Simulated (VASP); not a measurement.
Here is a VASP 6.6.1 calculation.

POSCAR

```
LiF
1.0
    0.0000000000      2.0148204549      2.0148204549
    2.0148204549      0.0000000000      2.0148204549
    2.0148204549      2.0148204549      0.0000000000
Li F
1 1
Direct
    0.0000000000      0.0000000000      0.0000000000
    0.5000000000      0.5000000000      0.5000000000
```

Contents of INCAR.step1:

```
SYSTEM = LiF
ALGO = Normal
EDIFF = 1E-4
ENCUT = 520
GGA = PE
ISMEAR = 0
LASPH = .TRUE.
LCHARG = .FALSE.
LREAL = .FALSE.
LWAVE = .TRUE.
NBANDS = 12
NELM = 80
PREC = Accurate
SIGMA = 0.01
```

File INCAR.step2:

```
SYSTEM = LiF
ALGO = Normal
EDIFF = 1E-6
ENCUT = 520
ISIF = 2
ISMEAR = 0
ISTART = 1
LASPH = .TRUE.
LCHARG = .FALSE.
LMIXTAU = .TRUE.
LREAL = .FALSE.
LWAVE = .FALSE.
METAGGA = R2SCAN
NBANDS = 12
NELM = 80
PREC = Accurate
SIGMA = 0.01
```

Contents of KPOINTS:

```
k-points
0
G
  10 10 10
  0 0 0
```

Potentials or basis: VASP PAW PBE potentials, release 64 (Li_sv, F).

Command:

```sh
$ cat potpaw_PBE.64/Li_sv/POTCAR potpaw_PBE.64/F/POTCAR > POTCAR
$ cp INCAR.step1 INCAR
$ mpirun -np 1 vasp_std > vasp.out
$ cp INCAR.step2 INCAR
$ mpirun -np 1 vasp_std > vasp.out
```

Question: Predict the band gap on the k mesh.

Answer: 10.25 eV, direct.

Caveat: the cell differs from its parent crystal (strain +1.0%). A k mesh can miss the band edges.
